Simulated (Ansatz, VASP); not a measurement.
# Two plane-wave programs on Si5Ru

The input INCAR:

```
PREC     = Accurate       # precision mode
ENCUT    = 600            # plane-wave cutoff, eV
EDIFF    = 1E-7           # SCF threshold, eV
ISMEAR   = 0              # smearing method
SIGMA    = 0.1            # smearing width, eV
LREAL    = False          # projectors in reciprocal space
LASPH    = True           # aspherical terms in the spheres
NELM     = 100            # most SCF steps
ALGO     = Normal         # electronic algorithm
ISIF     = 3              # what is computed and relaxed
LWAVE    = False          # write WAVECAR
LCHARG   = False          # write CHGCAR
GGA      = PE             # functional
IBRION   = 2              # ionic algorithm
NSW      = 90             # ionic steps
EDIFFG   = -0.04          # ionic threshold
```

KPOINTS

```
Automatic mesh
0
Gamma
  4 4 4
```

File POSCAR:

```
Si5Ru
1.0
    0.0000000000      3.5796299300      3.5796299300
    3.5796299300      0.0000000000      3.5796299300
    3.5796299300      3.5796299300      0.0000000000
Si Ru
5 1
Direct
    0.3719714300      0.8760095200      0.8760095200
    0.8760095200      0.8760095200      0.8760095200
    0.2500000000      0.2500000000      0.2500000000
    0.8760095200      0.8760095200      0.3719714300
    0.8760095200      0.3719714300      0.8760095200
    0.5000000000      0.5000000000      0.5000000000
```

Input for Ansatz:

```yaml
crystal:
  lattice:
    - [0.0, 3.57962993, 3.57962993]
    - [3.57962993, 0.0, 3.57962993]
    - [3.57962993, 3.57962993, 0.0]
  atoms:
    - { symbol: Si, position: [0.37197143, 0.87600952, 0.87600952] }
    - { symbol: Si, position: [0.87600952, 0.87600952, 0.87600952] }
    - { symbol: Si, position: [0.25, 0.25, 0.25] }
    - { symbol: Si, position: [0.87600952, 0.87600952, 0.37197143] }
    - { symbol: Si, position: [0.87600952, 0.37197143, 0.87600952] }
    - { symbol: Ru, position: [0.5, 0.5, 0.5] }
basis:
  ecutwfc: 420
kpoints:
  mp_grid: { grid: [4, 4, 4] }
hamiltonian:
  xc: pbe
scf:
  occupations: { method: gaussian, width: 0.1 }
  lower_state_search: "off"
output:
  forces: true
  stress: true
  eigenvalues: true
relax:
  adjacent_minimum: "off"
  f_tol: 0.04
  max_steps: 70
  cell: { stress_tol: 0.4 }
```

Change from the starting cell: species swapped into the HfNi5 type (F-43m, No. 216).

Alike in both runs: task relaxation of cell and atoms; functional PBE; k mesh 4 × 4 × 4; occupations gaussian, width 0.1 eV; no spin polarisation.

|  | VASP | Ansatz |
| --- | --- | --- |
| version | VASP 6.6.1 | Ansatz 0.2.0 |
| potentials or method | VASP PAW PBE potentials, release 64 (Si, Ru_pv), cutoff 600 eV | scalar-relativistic, plane waves, PAW |
| valence electrons in the cell | 34 | 36 |

```csv
,VASP,Ansatz,Ansatz less VASP
"gap on the k mesh at the Fermi level, each at its own relaxed structure (eV)",none,none,-
relaxed volume (Å³/atom),14.46,14.42,-0.043
relaxed length of the cell vector where the two differ most in proportion (Å),4.970,4.965,-0.0049
```

A gap of «none» marks a metal or a gap that the smearing closes. VASP's potentials hold 34 valence electrons a cell and Ansatz's 36, so a difference there can come from the potentials and not from the codes.

The k mesh is coarse, so the values compare programs but aren't converged.
